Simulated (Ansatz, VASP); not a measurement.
# GaN: VASP beside Ansatz

File INCAR:

```
PREC = Accurate ; ENCUT = 600
EDIFF = 1E-6 ; ISMEAR = 0
SIGMA = 0.1 ; LREAL = False
LASPH = True ; NELM = 120
ALGO = Normal ; ISIF = 2
LWAVE = False ; LCHARG = False
GGA = PE ; NBANDS = 16
GGA_COMPAT = False
```

File KPOINTS:

```
regular mesh
0
Gamma
  6 6 6
```

File POSCAR:

```
GaN
1.0
    0.0000000000      2.1813571372      2.1813571372
    2.1813571372      0.0000000000      2.1813571372
    2.1813571372      2.1813571372      0.0000000000
Ga N
1 1
Direct
    0.0000000000      0.0000000000      0.0000000000
    0.7500000000      0.7500000000      0.7500000000
```

Input for Ansatz:

```yaml
crystal:
  lattice:
    - [0.0, 2.1813571372, 2.1813571372]
    - [2.1813571372, 0.0, 2.1813571372]
    - [2.1813571372, 2.1813571372, 0.0]
  atoms:
    - { symbol: Ga, position: [0.0, 0.0, 0.0] }
    - { symbol: "N", position: [0.75, 0.75, 0.75] }
basis:
  ecutwfc: 420
kpoints:
  mp_grid: { grid: [6, 6, 6] }
hamiltonian:
  xc: pbe
scf:
  occupations: { method: gaussian, width: 0.1 }
  n_extra_bands: 5
  mixing: { ndim: 12 }
  max_iter: 85
output:
  forces: false
  stress: true
  eigenvalues: true
```

Alike in both runs: task single point; functional PBE; k mesh 6 × 6 × 6; occupations gaussian, width 0.1 eV; no spin polarisation.

|  | VASP | Ansatz |
| --- | --- | --- |
| version | VASP 6.6.1 | Ansatz 0.2.0 |
| potentials or method | VASP PAW PBE potentials, release 64 (Ga_d, N), cutoff 600 eV | scalar-relativistic, plane waves, PAW |
| valence electrons in the cell | 18 | 18 |

VASP gave:

| Quantity | Value |
| --- | --- |
| gap on the k mesh at the Fermi level (eV) | 2.35 |
| least direct gap on the mesh (eV) | 2.35 |

Question: Which values does Ansatz return?

Answer: gap on the k mesh at the Fermi level (eV): 2.34; least direct gap on the mesh (eV): 2.34.
